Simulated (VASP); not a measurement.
# Pd (Fm-3m) in VASP: notebook, part 2 of 2

VASP 6.6.1. The steps go on from the part before.

## 6. Relaxation of cell and atoms, r2SCAN, target pressure 7 GPa, at which the enthalpy is minimised

This run uses another cell than the first one, of 14.94 Å³/atom.

Contents of POSCAR:

```
Pd
1.0
    0.0000000000      1.9548718246      1.9548718246
    1.9548718246      0.0000000000      1.9548718246
    1.9548718246      1.9548718246      0.0000000000
Pd
1
Direct
    0.0000000000      0.0000000000      0.0000000000
```

Contents of INCAR.step1:

```
SYSTEM = Pd
PREC = Accurate
ENCUT = 600
ISMEAR = -1
SIGMA = 0.08
LREAL = .False.
LASPH = .True.
NELM = 100
GGA = PE
ALGO = Normal
EDIFF = 1E-4
LWAVE = .True.
LCHARG = .False.
```

Contents of INCAR.step2:

```
SYSTEM = Pd
PREC = Accurate
ENCUT = 600
EDIFF = 1E-6
ISMEAR = -1
SIGMA = 0.08
LREAL = .False.
LASPH = .True.
NELM = 100
ALGO = Normal
ISIF = 3
LWAVE = .False.
LCHARG = .False.
METAGGA = R2SCAN
LMIXTAU = .True.
IBRION = 2
NSW = 100
EDIFFG = -0.002
PSTRESS = 70.0
ISTART = 1
```

Contents of KPOINTS:

```
regular mesh
0
Gamma
  24 24 24
  0 0 0
```

Potentials or basis: VASP PAW PBE potentials, release 64 (Pd).

On the command line:

```console
$ cat potpaw_PBE.64/Pd/POTCAR > POTCAR
$ cp INCAR.step1 INCAR
$ mpirun -np 1 vasp_std > vasp.out
$ cp INCAR.step2 INCAR
$ mpirun -np 1 vasp_std > vasp.out
```

OUTCAR:

```text
SYSTEM = Pd
   PREC = Accurate
   ENCUT = 600
   EDIFF = 1E-6
   ISMEAR = -1
   LREAL = .False.
   LASPH = .True.
   NELM = 100
   ISIF = 3
   METAGGA = R2SCAN
   IBRION = 2
   NSW = 100
   EDIFFG = -0.002
   PSTRESS = 70.0
   ISTART = 1

 ion  position               nearest neighbor table
   1  0.000  0.000  0.000-

  LATTYP: Found a face centered cubic cell.
 ALAT       =     3.9097436492

  Lattice vectors:

 A1 = (   0.0000000000,   1.9548718246,   1.9548718246)
 A2 = (   1.9548718246,   0.0000000000,   1.9548718246)
 A3 = (   1.9548718246,   1.9548718246,   0.0000000000)

Analysis of symmetry for initial positions (statically):
=====================================================================
 Subroutine PRICEL returns:
 Original cell was already a primitive cell.

 Routine SETGRP: Setting up the symmetry group for a
 face centered cubic supercell.

 Subroutine GETGRP returns: Found 48 space group operations
 (whereof 48 operations were pure point group operations)
 out of a pool of 48 trial point group operations.

The static configuration has the point symmetry O_h .

Analysis of symmetry for dynamics (positions and initial velocities):
=====================================================================
 Subroutine PRICEL returns:
 Original cell was already a primitive cell.

 Routine SETGRP: Setting up the symmetry group for a
 face centered cubic supercell.

 Subroutine GETGRP returns: Found 48 space group operations
 (whereof 48 operations were pure point group operations)
 out of a pool of 48 trial point group operations.

The dynamic configuration has the point symmetry O_h .

 Subroutine INISYM returns: Found 48 space group operations
 (whereof 48 operations are pure point group operations),
 and found     1 'primitive' translations

----------------------------------------------------------------------------------------

                                     Primitive cell

  volume of cell :      14.9412

  direct lattice vectors                    reciprocal lattice vectors
     0.000000000  1.954871825  1.954871825    -0.255771245  0.255771245  0.255771245
     1.954871825  0.000000000  1.954871825     0.255771245 -0.255771245  0.255771245
     1.954871825  1.954871825  0.000000000     0.255771245  0.255771245 -0.255771245

  length of vectors
     2.764606247  2.764606247  2.764606247     0.443008791  0.443008791  0.443008791

  position of ions in fractional coordinates (direct lattice)
     0.000000000  0.000000000  0.000000000

  ion indices of the primitive-cell ions
   primitive index   ion index
                 1           1

----------------------------------------------------------------------------------------

 KPOINTS: regular mesh

Automatic generation of k-mesh.
 Grid dimensions read from file:
 generate k-points for:   24   24   24

 Generating k-lattice:

  Cartesian coordinates                     Fractional coordinates (reciprocal lattice)
    -0.010657135  0.010657135  0.010657135     0.041666667  0.000000000  0.000000000
     0.010657135 -0.010657135  0.010657135     0.000000000  0.041666667  0.000000000
     0.010657135  0.010657135 -0.010657135     0.000000000  0.000000000  0.041666667

  Length of vectors
     0.018458700  0.018458700  0.018458700

  Shift w.r.t. Gamma in fractional coordinates (k-lattice)
     0.000000000  0.000000000  0.000000000

 Subroutine IBZKPT returns following result:
 ===========================================

 Found    413 irreducible k-points:

 Following reciprocal coordinates:
            Coordinates               Weight
  0.000000  0.000000  0.000000      1.000000
  0.041667  0.000000  0.000000      8.000000
  0.083333  0.000000  0.000000      8.000000
  0.125000  0.000000  0.000000      8.000000
  0.166667  0.000000  0.000000      8.000000
  0.208333  0.000000  0.000000      8.000000
[... 16 lines left out ...]
  0.416667  0.041667  0.000000     24.000000
  0.458333  0.041667  0.000000     24.000000
 [... further k-points ...]
   k-points           NKPTS =    413   k-points in BZ     NKDIM =    413   number of bands    NBANDS=      9
   number of dos      NEDOS =    301   number of ions     NIONS =      1
   total plane-waves  NPLWV =  13824
   dimension x,y,z NGX =    24 NGY =   24 NGZ =   24
   dimension x,y,z NGXF=    48 NGYF=   48 NGZF=   48
   ions per type =               1
   NGX,Y,Z   is equivalent  to a cutoff of  14.43, 14.43, 14.43 a.u.
   NGXF,Y,Z  is equivalent  to a cutoff of  28.86, 28.86, 28.86 a.u.
 SYSTEM =  Pd
   PREC   = accura    normal or accurate (medium, high low for compatibility)
   ISTART =      1    job   : 0-new  1-cont  2-samecut
   ICHARG =      0    charge: 1-file 2-atom 10-const
   ISPIN  =      1    spin polarized calculation?
   LNONCOLLINEAR =      F non collinear calculations
   LSORBIT =      F    spin-orbit coupling
   LASPH  =      T    aspherical Exc in radial PAW
   ENCUT  =  600.0 eV  44.10 Ry    6.64 a.u.   5.52  5.52  5.52*2*pi/ulx,y,z
   NELM   =    100;   NELMIN=  2; NELMDL=  0     # of ELM steps
   EDIFF  = 0.1E-05   stopping-criterion for ELM
   LREAL  =      F    real-space projection
   EDIFFG = -.2E-02   stopping-criterion for IOM
   NSW    =    100    number of steps for IOM
   IBRION =      2    ionic relax: 0-MD 1-quasi-New 2-CG
   NFREE  =      1    steps in history (QN), initial steepest desc. (CG)
   ISIF   =      3    stress and relaxation
   ISYM   =      2    0-nonsym 1-usesym 2-fastsym
   POTIM  = 0.5000    time-step for ionic-motion
   TEBEG  =    0.0;   TEEND  =   0.0 temperature during run
   PSTRESS=   70.0 pullay stress
   NELECT =      10.0000    total number of electrons
   NUPDOWN=      -1.0000    fix difference up-down
   EMIN   =  10.00;   EMAX   =-10.00  energy-range for DOS
   EFERMI =   0.00;   METHOD = LEGACY
   ISMEAR =    -1;   SIGMA  =   0.08  broadening in eV -4-tet -1-fermi 0-gaus
   EFERMI_NEDOS =   21; number of points for ismear=-14 and -15
   IALGO  =     38    algorithm
   IMIX   =      4    mixing-type and parameters
     AMIX     =   0.40;   BMIX     =  1.00
     AMIX_MAG =   1.60;   BMIX_MAG =  1.00
  volume/ion in A,a.u.               =      14.94       100.83
  Fermi-wavevector in a.u.,A,eV,Ry     =   1.432012  2.706110 27.900887  2.050657
  Thomas-Fermi vector in A             =   2.551686
   LORBIT       =      0    0 simple, 1 ext, 2 COOP (PROOUT), +10 PAW based schemes
   METAGGA = R2SCAN    functional components
   LHFCALC =     F    Hartree Fock is set to
   AEXX    =    0.0000 exact exchange contribution
   IVDW    =     0    specifies the selected vdW correction
   LEPSILON=     F    determine dielectric tensor
   LRPA    =     F    only Hartree local field effects (RPA)
 conjugate gradient relaxation of ions
 non-spin polarized calculation
  energy-cutoff  :      600.00
  volume of cell :       14.94
 maximum number of plane-waves:       531
 NGX is ok and might be reduce to    24
   NGX = 11   NGY = 11   NGZ = 11

--------------------------------------- Ionic step        1  -------------------------------------------

 number of electron       9.9999998 magnetization

 Free energy of the ion-electron system (eV)
  ---------------------------------------------------
  ext. energy  EPLUGINS =         0.00000000
  ---------------------------------------------------
  free energy    TOTEN  =       -22.96887329 eV

  energy without entropy =      -22.92820149  energy(sigma->0) =      -22.94853739

------------------------ aborting loop because EDIFF is reached ----------------------------------------

  FORCE on cell =-STRESS in cart. coord.  units (eV):
  Direction    XX          YY          ZZ          XY          YZ          ZX
  --------------------------------------------------------------------------------------
  -------------------------------------------------------------------------------------
  Total        0.0595578      0.0595578      0.0595578     -0.0000000      0.0000000      0.0000000
  in kB        6.3865234      6.3865234      6.3865234     -0.0000000      0.0000000      0.0000000
  external PRESSURE =     -63.6134766 kB  Pullay stress =      70.0000000 kB
[... 24 lines left out ...]
--------------------------------------- Ionic step        2  -------------------------------------------

 number of electron      10.0000001 magnetization

 E-fermi :  10.9445     XC(G=0): -14.6892

 val. band max:       10.9419735009   @ k =   0.5000   0.1667   0.0000
 cond. band min:      10.9487348704   @ k =  -0.4583   0.2917   0.0417
 fundamental gap:      0.0067613695
 Fermi energy:        10.9444784102

 k-point     1 :       0.0000    0.0000    0.0000
  band No.  band energies     occupation
      1       3.1071      2.00000
      2       7.6286      2.00000
      3       7.6286      2.00000
      4       7.6286      2.00000
      5       9.4560      2.00000
      6       9.4560      2.00000
      7      28.9609      0.00000
      8      33.1415      0.00000
      9      34.4047      0.00000
[... 423 lines left out ...]
--------------------------------------- Ionic step        6  -------------------------------------------

 number of electron      10.0000001 magnetization

 Free energy of the ion-electron system (eV)
  ---------------------------------------------------
  ext. energy  EPLUGINS =         0.00000000
  ---------------------------------------------------
  free energy    TOTEN  =       -22.95839089 eV

  energy without entropy =      -22.91912736  energy(sigma->0) =      -22.93875912

 E-fermi :   9.9422     XC(G=0): -14.2651

 val. band max:        9.9396353340   @ k =  -0.4583   0.2917   0.0417
 cond. band min:       9.9470870141   @ k =  -0.3750   0.4167   0.0417
 fundamental gap:      0.0074516800
 Fermi energy:         9.9422437412

 k-point     1 :       0.0000    0.0000    0.0000
  band No.  band energies     occupation
      1       2.5784      2.00000
      2       6.9148      2.00000
      3       6.9148      2.00000
      4       6.9148      2.00000
      5       8.5770      2.00000
      6       8.5770      2.00000
      7      27.9531      0.00000
      8      32.3212      0.00000
      9      33.0507      0.00000
[... 308 lines left out ...]
  energy  without entropy=      -22.9191273608  energy(sigma->0) =      -22.93875912

  enthalpy is  TOTEN    =       -22.3254529907 eV   P V=        0.6329378973

 reached required accuracy - stopping structural energy minimisation
```

It took 26 min on 1 thread of Oxide Virtual Turin-like, shared host; peak memory 0.18 GiB.

Results:

* Free energy: -22.9584 eV
* Relaxed volume: 14.49 Å³/atom
* Relaxed cell: a = 2.736 Å, b = 2.736 Å, c = 2.736 Å, α = 60.00°, β = 60.00°, γ = 60.00°
* Space group after relaxing (to 0.1 Å): Fm-3m (No. 225)
* Energy change on relaxing (the run minimises the enthalpy): +10.5 meV/atom
* Ionic steps: 6
* Pressure after relaxing: 7.0 GPa
* Band gap on the k mesh: zero (bands 5 and 6 overlap by 1.74 eV)

The path:
```
step  energy change (eV)  largest force (eV/Å)  pressure (GPa)  volume (Å³)
   1              0.0000                0.0000            0.64        14.94
   2              0.0790                0.0000           21.66        13.69
   3              0.0103                0.0000            6.89        14.49
   4              0.0107                0.0000            7.08        14.48
   5              0.0101                0.0000            6.82        14.50
   6              0.0105                0.0000            7.02        14.49
```

Final structure:
```
Pd
1.0
     0.00000    1.93485    1.93485
     1.93485    0.00000    1.93485
     1.93485    1.93485    0.00000
Pd
1
Direct
  0.00000 0.00000 0.00000
```

Levels at points of the mesh, in eV from the Fermi level:
```tsv
k point	band 3	band 4	band 5	band 6	band 7	band 8
(0.00, 0.00, 0.00)	-3.03	-3.03	-1.37	-1.37	18.01	22.38
(0.50, 0.00, 0.00)	-3.10	-0.06	-0.06	1.22	7.84	17.41
(0.50, 0.50, 0.00)	-0.12	0.30	0.30	3.63	11.48	14.01
```

Caveat: the cell is relaxed towards a set pressure, so the run minimises the enthalpy, not the energy; the PAW data sets were made with another functional, which shifts forces and pressure a little.

## 7. Summary

```tsv
task	cell	cutoff (eV)	gap on the mesh (eV)	pressure (GPa)
single point	a = 2.760 Å, angles 60.0°, 1 atom	520	none	1.7
single point	a = 2.765 Å, angles 60.0°, 1 atom	520	none	0.7
relaxation of cell and atoms	relaxed from a = 2.753 Å, angles 60.0°, 1 atom	600	none	0.0
relaxation of cell and atoms	relaxed to 4 GPa from a = 2.765 Å, angles 60.0°, 1 atom	600	none	4.0
relaxation of cell and atoms	relaxed to 7 GPa from a = 2.765 Å, angles 60.0°, 1 atom	600	none	7.0
```

Alike in all rows: level r2SCAN; potentials or basis VASP PAW PBE potentials, release 64 (Pd); no spin polarisation; k mesh 24 × 24 × 24; smearing fermi-dirac 0.08 eV.

Caveats: the PAW data sets were made with another functional, which shifts forces and pressure a little; the cell is relaxed towards a set pressure, so the run minimises the enthalpy, not the energy (at least some runs).

Total energies depend on the potentials used, so only differences within one code and one set of settings carry meaning.
